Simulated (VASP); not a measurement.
**WSe2: single point with PBE+D3(BJ)**

Crystal: WSe2.

```
W Se
1.0
     3.23295    0.00000    0.00000
    -1.61647    2.79981    0.00000
     0.00000    0.00000    7.20656
W Se
1 2
Cartesian
  0.0000 0.0000 0.0000
  0.0000 1.8665 1.9050
  0.0000 1.8665 5.3015
```

This cell differs from its parent crystal: atoms shifted along a free coordinate, c/a of the conventional cell at fixed volume 2.2291.

- Program: VASP 6.6.1
- Task: single point
- Functional: PBE
- Dispersion: D3(BJ)
- Potentials or basis: VASP PAW PBE potentials, release 64 (W_sv, Se)
- Cutoff: 520 eV
- k mesh: 9 × 9 × 4
- Occupations: gaussian, width 0.05 eV
- Spin: no spin polarisation
- Dipole correction: no
- Further INCAR settings: ALGO = Normal; EDIFF = 1e-07; NBANDS = 20

The pressure is -11.0 GPa and the largest force is 2.738 eV/Å. The band gap on the k mesh is 0.63 eV (least direct gap 1.31 eV) and the dispersion energy per atom is -0.431 eV.

Forces in eV/Å, atoms in the order of the input:
```
W    0.000  0.000  0.000
Se   0.000  0.000 -2.738
Se   0.000  0.000  2.738
```

Stress tensor (GPa, compression positive):
```
 -4.66   0.00   0.00
  0.00  -4.66   0.00
  0.00   0.00 -23.83
```

Levels at points of the mesh, in eV from the valence-band top:
```tsv
k point	band 9	band 10	band 11	band 12	band 13	band 14	band 15	band 16	band 17	band 18
(0.00, 0.00, 0.00)	-1.66	-1.41	-1.41	-0.33	-0.33	2.62	2.62	2.97	2.97	4.28
(0.00, 0.00, 0.50)	-1.39	-1.39	-0.66	-0.38	-0.38	2.81	2.81	2.82	2.82	5.56
```

Run time: 42 s on 1 thread of Intel Xeon 8259CL, on a shared host, peak memory 0.21 GiB.

Caveat: the cell stands under tension; spin-orbit coupling is left out, which moves the levels of the heavy elements; an odd mesh through Γ misses points on the zone boundary, where band edges can lie; forces of over 1 eV/Å act on the atoms, so gaps and moduli don't describe the material at rest.
